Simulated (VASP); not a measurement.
# ZnS (P1) in VASP: single point with r2SCAN

Aim: the single point of ZnS with r2SCAN.

Everything below comes from runs of VASP 6.6.1. Logs are shortened: lines on timing, memory, paths and dates and some standing lists are left out, and cuts for length are marked.

**1. The cell of the first run**

The typed cell holds 8 atoms: a = 5.473 Å, b = 5.280 Å, c = 5.583 Å, α = 90.49°, β = 86.09°, γ = 89.30°.

**2. Single point, r2SCAN (atoms moved at random and the cell strained at random)**

POSCAR reads:

```
ZnS
1.0
    5.4696472532     -0.0334269573     -0.1887964934
    0.0334269573     -5.2800043345      0.0238141133
    0.1887964934      0.0238141133     -5.5796296630
Zn S
4 4
Direct
    0.0049391549      0.4947197873      0.4978820012
    0.5017468020      0.0008373982      0.4956707242
    0.5064520980      0.5022641241      0.0020639083
   -0.0045455030     -0.0007934368      0.0057248979
    0.7506145163      0.7584682188      0.7499284063
    0.2495135618      0.2491477712      0.7474883683
    0.2481259020      0.7477047196      0.2490917406
    0.7431534680      0.2476514177      0.2521499533
```

INCAR.step1 reads:

```
SYSTEM = ZnS
PREC = Accurate
ENCUT = 520
ISMEAR = 0
SIGMA = 0.05
LREAL = .False.
LASPH = .True.
NELM = 100
NBANDS = 46
GGA = PE
ALGO = Normal
EDIFF = 1E-4
LWAVE = .True.
LCHARG = .False.
```

INCAR.step2 reads:

```
SYSTEM = ZnS
PREC = Accurate
ENCUT = 520
EDIFF = 1E-6
ISMEAR = 0
SIGMA = 0.05
LREAL = .False.
LASPH = .True.
NELM = 100
ALGO = Normal
ISIF = 2
LWAVE = .False.
LCHARG = .False.
METAGGA = R2SCAN
LMIXTAU = .True.
NBANDS = 46
ISTART = 1
```

KPOINTS reads:

```
Automatic mesh
0
Gamma
  4 4 4
  0 0 0
```

Potentials or basis: VASP PAW PBE potentials, release 64 (Zn, S).

Started as:

```sh
$ cat potpaw_PBE.64/Zn/POTCAR potpaw_PBE.64/S/POTCAR > POTCAR
$ cp INCAR.step1 INCAR
$ mpirun -np 1 vasp_std > vasp.out
$ cp INCAR.step2 INCAR
$ mpirun -np 1 vasp_std > vasp.out
```

OUTCAR:

```text
SYSTEM = ZnS
   PREC = Accurate
   ENCUT = 520
   EDIFF = 1E-6
   ISMEAR = 0
   LREAL = .False.
   LASPH = .True.
   NELM = 100
   ISIF = 2
   METAGGA = R2SCAN
   ISTART = 1

 ion  position               nearest neighbor table
   1  0.005  0.495  0.498-   7 2.30   5 2.35   6 2.38   8 2.43
   2  0.502  0.001  0.496-   8 2.26   6 2.29   5 2.40   7 2.43
   3  0.506  0.502  0.002-   7 2.29   5 2.33   8 2.38   6 2.46
   4  0.995  0.999  0.006-   8 2.28   6 2.36   5 2.39   7 2.40
   5  0.751  0.758  0.750-   3 2.33   1 2.35   4 2.39   2 2.40
   6  0.250  0.249  0.747-   2 2.29   4 2.36   1 2.38   3 2.46
   7  0.248  0.748  0.249-   3 2.29   1 2.30   4 2.40   2 2.43
   8  0.743  0.248  0.252-   2 2.26   4 2.28   3 2.38   1 2.43

  LATTYP: Found a triclinic cell.
 ALAT       =    13.2816872987
 B/A-ratio  =     0.3975521880
 C/A-ratio  =     0.9611672636
 COS(alpha) =     0.0022219214
 COS(beta)  =     0.5829805968
 COS(gamma) =     0.7936423596

  Lattice vectors:

 A1 = (  -5.5915898320, -10.5503958250,   5.8160543830)
 A2 = (   0.0334269573,  -5.2800043345,   0.0238141133)
 A3 = (  -5.8472402400,  -0.0142012693,  11.3480558194)

Analysis of symmetry for initial positions (statically):
=====================================================================
 Subroutine PRICEL returns:
 Original cell was already a primitive cell.

 Routine SETGRP: Setting up the symmetry group for a
 triclinic supercell.

 Subroutine GETGRP returns: Found  1 space group operations
 (whereof  1 operations were pure point group operations)
 out of a pool of  2 trial point group operations.

The static configuration has the point symmetry C_1 .

Analysis of symmetry for dynamics (positions and initial velocities):
=====================================================================
 Subroutine PRICEL returns:
 Original cell was already a primitive cell.

 Routine SETGRP: Setting up the symmetry group for a
 triclinic supercell.

 Subroutine GETGRP returns: Found  1 space group operations
 (whereof  1 operations were pure point group operations)
 out of a pool of  2 trial point group operations.

The dynamic configuration has the point symmetry C_1 .

 Subroutine INISYM returns: Found  1 space group operations
 (whereof  1 operations are pure point group operations),
 and found     1 'primitive' translations

----------------------------------------------------------------------------------------

                                     Primitive cell

  volume of cell :     160.9405

  direct lattice vectors                    reciprocal lattice vectors
     5.469647253 -0.033426957 -0.188796493     0.183048365  0.001186811  0.006198826
     0.033426957 -5.280004335  0.023814113    -0.001186811 -0.189405125 -0.000848548
     0.188796493  0.023814113 -5.579629663    -0.006198826 -0.000848548 -0.179436734

  length of vectors
     5.473006720  5.280163846  5.582873669     0.183157140  0.189410744  0.179545780

  position of ions in fractional coordinates (direct lattice)
     0.004939155  0.494719787  0.497882001
     0.501746802  0.000837398  0.495670724
     0.506452098  0.502264124  0.002063908
     0.995454497  0.999206563  0.005724898
     0.750614516  0.758468219  0.749928406
     0.249513562  0.249147771  0.747488368
     0.248125902  0.747704720  0.249091741
     0.743153468  0.247651418  0.252149953

  ion indices of the primitive-cell ions
   primitive index   ion index
                 1           1
                 2           2
                 3           3
                 4           4
                 5           5
                 6           6
                 7           7
                 8           8

----------------------------------------------------------------------------------------

 KPOINTS: Automatic mesh

Automatic generation of k-mesh.
 Grid dimensions read from file:
 generate k-points for:    4    4    4

 Generating k-lattice:

  Cartesian coordinates                     Fractional coordinates (reciprocal lattice)
     0.045762091  0.000296703  0.001549706     0.250000000 -0.000000000  0.000000000
    -0.000296703 -0.047351281 -0.000212137    -0.000000000  0.250000000  0.000000000
    -0.001549706 -0.000212137 -0.044859184     0.000000000  0.000000000  0.250000000

  Length of vectors
     0.045789285  0.047352686  0.044886445

  Shift w.r.t. Gamma in fractional coordinates (k-lattice)
     0.000000000  0.000000000  0.000000000

 Subroutine IBZKPT returns following result:
 ===========================================

 Found     36 irreducible k-points:

 Following reciprocal coordinates:
            Coordinates               Weight
  0.000000  0.000000  0.000000      1.000000
  0.250000 -0.000000  0.000000      2.000000
  0.500000 -0.000000  0.000000      1.000000
 -0.000000  0.250000  0.000000      2.000000
  0.250000  0.250000  0.000000      2.000000
  0.500000  0.250000  0.000000      2.000000
[... 16 lines left out ...]
  0.000000 -0.250000  0.250000      2.000000
  0.250000 -0.250000  0.250000      2.000000
 [... further k-points ...]
   k-points           NKPTS =     36   k-points in BZ     NKDIM =     36   number of bands    NBANDS=     46
   number of dos      NEDOS =    301   number of ions     NIONS =      8
   total plane-waves  NPLWV =  70560
   dimension x,y,z NGX =    42 NGY =   40 NGZ =   42
   dimension x,y,z NGXF=    84 NGYF=   80 NGZF=   84
   ions per type =               4   4
   NGX,Y,Z   is equivalent  to a cutoff of  12.76, 12.59, 12.51 a.u.
   NGXF,Y,Z  is equivalent  to a cutoff of  25.52, 25.19, 25.01 a.u.
 SYSTEM =  ZnS
   PREC   = accura    normal or accurate (medium, high low for compatibility)
   ISTART =      1    job   : 0-new  1-cont  2-samecut
   ICHARG =      0    charge: 1-file 2-atom 10-const
   ISPIN  =      1    spin polarized calculation?
   LNONCOLLINEAR =      F non collinear calculations
   LSORBIT =      F    spin-orbit coupling
   LASPH  =      T    aspherical Exc in radial PAW
   ENCUT  =  520.0 eV  38.22 Ry    6.18 a.u.  10.18  9.82 10.38*2*pi/ulx,y,z
   NELM   =    100;   NELMIN=  2; NELMDL=  0     # of ELM steps
   EDIFF  = 0.1E-05   stopping-criterion for ELM
   LREAL  =      F    real-space projection
   EDIFFG = 0.1E-04   stopping-criterion for IOM
   NSW    =      0    number of steps for IOM
   IBRION =     -1    ionic relax: 0-MD 1-quasi-New 2-CG
   NFREE  =      0    steps in history (QN), initial steepest desc. (CG)
   ISIF   =      2    stress and relaxation
   ISYM   =      2    0-nonsym 1-usesym 2-fastsym
   POTIM  = 0.5000    time-step for ionic-motion
   TEBEG  =    0.0;   TEEND  =   0.0 temperature during run
   PSTRESS=    0.0 pullay stress
   NELECT =      72.0000    total number of electrons
   NUPDOWN=      -1.0000    fix difference up-down
   EMIN   =  10.00;   EMAX   =-10.00  energy-range for DOS
   EFERMI =   0.00;   METHOD = LEGACY
   ISMEAR =     0;   SIGMA  =   0.05  broadening in eV -4-tet -1-fermi 0-gaus
   EFERMI_NEDOS =   21; number of points for ismear=-14 and -15
   IALGO  =     38    algorithm
   IMIX   =      4    mixing-type and parameters
     AMIX     =   0.40;   BMIX     =  1.00
     AMIX_MAG =   1.60;   BMIX_MAG =  1.00
  volume/ion in A,a.u.               =      20.12       135.76
  Fermi-wavevector in a.u.,A,eV,Ry     =   1.252075  2.366080 21.329759  1.567693
  Thomas-Fermi vector in A             =   2.385993
   LORBIT       =      0    0 simple, 1 ext, 2 COOP (PROOUT), +10 PAW based schemes
   METAGGA = R2SCAN    functional components
   LHFCALC =     F    Hartree Fock is set to
   AEXX    =    0.0000 exact exchange contribution
   IVDW    =     0    specifies the selected vdW correction
   LEPSILON=     F    determine dielectric tensor
   LRPA    =     F    only Hartree local field effects (RPA)
 non-spin polarized calculation
 Gauss-broadening in eV      SIGMA  =   0.05
  energy-cutoff  :      520.00
  volume of cell :      160.94
 maximum number of plane-waves:      4364
 NGX is ok and might be reduce to    42
   NGX = 21   NGY = 19   NGZ = 21

 number of electron      72.0000012 magnetization

 Free energy of the ion-electron system (eV)
  ---------------------------------------------------
  ext. energy  EPLUGINS =         0.00000000
  ---------------------------------------------------
  free energy    TOTEN  =       -75.21746319 eV

  energy without entropy =      -75.21746319  energy(sigma->0) =      -75.21746319

 E-fermi :   1.9929     XC(G=0): -10.1846

 val. band max:        1.7528171114   @ k =   0.0000   0.0000   0.0000
 cond. band min:       4.1726454983   @ k =   0.0000   0.0000   0.0000
 fundamental gap:      2.4198283869
 Fermi energy:         1.9928966937

 k-point     1 :       0.0000    0.0000    0.0000
  band No.  band energies     occupation
      1     -11.9014      2.00000
      2     -10.7708      2.00000
      3     -10.6816      2.00000
      4     -10.5545      2.00000
      5      -4.8463      2.00000
      6      -4.7962      2.00000
[... 38 lines left out ...]
     45       8.6201      0.00000
     46       9.1009      0.00000

 k-point     2 :       0.2500   -0.0000    0.0000
  band No.  band energies     occupation
      1     -11.7496      2.00000
      2     -10.9149      2.00000
      3     -10.6956      2.00000
      4     -10.5988      2.00000
      5      -4.8359      2.00000
      6      -4.7947      2.00000
[... 38 lines left out ...]
     45       9.1459      0.00000
     46       9.4330      0.00000

 k-point     3 :       0.5000   -0.0000    0.0000
  band No.  band energies     occupation
      1     -11.4015      2.00000
      2     -11.2984      2.00000
      3     -10.6894      2.00000
      4     -10.6188      2.00000
      5      -4.8467      2.00000
      6      -4.8147      2.00000
[... 1018 lines left out ...]
     45       9.0265      0.00000
     46       9.5440      0.00000

 k-point    24 :       0.2500   -0.2500    0.2500
  band No.  band energies     occupation
      1     -11.5178      2.00000
      2     -10.9383      2.00000
      3     -10.7869      2.00000
      4     -10.7326      2.00000
      5      -4.7808      2.00000
      6      -4.7420      2.00000
[... 38 lines left out ...]
     45       9.3201      0.00000
     46       9.5567      0.00000

 [... further k-points ...]
[... 5 lines left out ...]
  --------------------------------------------------------------------------------------
  -------------------------------------------------------------------------------------
  Total       -1.6365638     -0.5692978     -2.6756575      0.7887930      0.2679849      4.2332452
  in kB      -16.2921384     -5.6674103    -26.6364086      7.8525040      2.6678132     42.1423324
  external PRESSURE =     -16.1986524 kB  Pullay stress =       0.0000000 kB

 VOLUME and BASIS-vectors are now :
 -----------------------------------------------------------------------------
  energy-cutoff  :      520.00
  volume of cell :      160.94
      direct lattice vectors                 reciprocal lattice vectors
     5.469647253 -0.033426957 -0.188796493     0.183048365  0.001186811  0.006198826
     0.033426957 -5.280004335  0.023814113    -0.001186811 -0.189405125 -0.000848548
     0.188796493  0.023814113 -5.579629663    -0.006198826 -0.000848548 -0.179436734

 POSITION                                       TOTAL-FORCE (eV/Angst)
 -----------------------------------------------------------------------------------
      0.13755     -2.60043     -2.76715        -0.154075      0.145207     -0.146254
      2.83799     -0.00939     -2.86037        -0.241188      0.469891     -0.182370
      2.78729     -2.66884     -0.09517        -0.075634      0.253859      0.286505
      5.47927     -5.30895     -0.19609         0.279607      0.244567      0.295149
      4.27253     -4.01195     -4.30797         0.016170      0.125314      0.056859
      1.51420     -1.30604     -4.21188        -0.083965     -0.274146     -0.319292
      1.42918     -3.95025     -1.41888        -0.021936     -0.374668     -0.052335
      4.12067     -1.32644     -1.54131         0.281021     -0.590023      0.061737
 -----------------------------------------------------------------------------------
    total drift:                                0.003068      0.000296      0.015267

  FREE ENERGIE OF THE ION-ELECTRON SYSTEM (eV)
  ---------------------------------------------------
  free  energy   TOTEN  =       -75.2174631938 eV

  energy  without entropy=      -75.2174631938  energy(sigma->0) =      -75.21746319
```

It took 16 min on 1 thread of Oxide Virtual Turin-like, shared host; peak memory 0.36 GiB.

Results:

```yaml
Free_energy: -75.2175 eV
Pressure: -1.6 GPa
Largest_force: 0.656 eV/Å
Band_gap_on_the_k_mesh: 2.42 eV
```

Forces on the atoms (eV/Å):
```
Zn  -0.154  0.145 -0.146
Zn  -0.241  0.470 -0.182
Zn  -0.076  0.254  0.287
Zn   0.280  0.245  0.295
S    0.016  0.125  0.057
S   -0.084 -0.274 -0.319
S   -0.022 -0.375 -0.052
S    0.281 -0.590  0.062
```

Caveat: the cell differs from its parent crystal (atoms moved at random and the cell strained at random); the PAW data sets were made with another functional, which shifts forces and pressure a little.
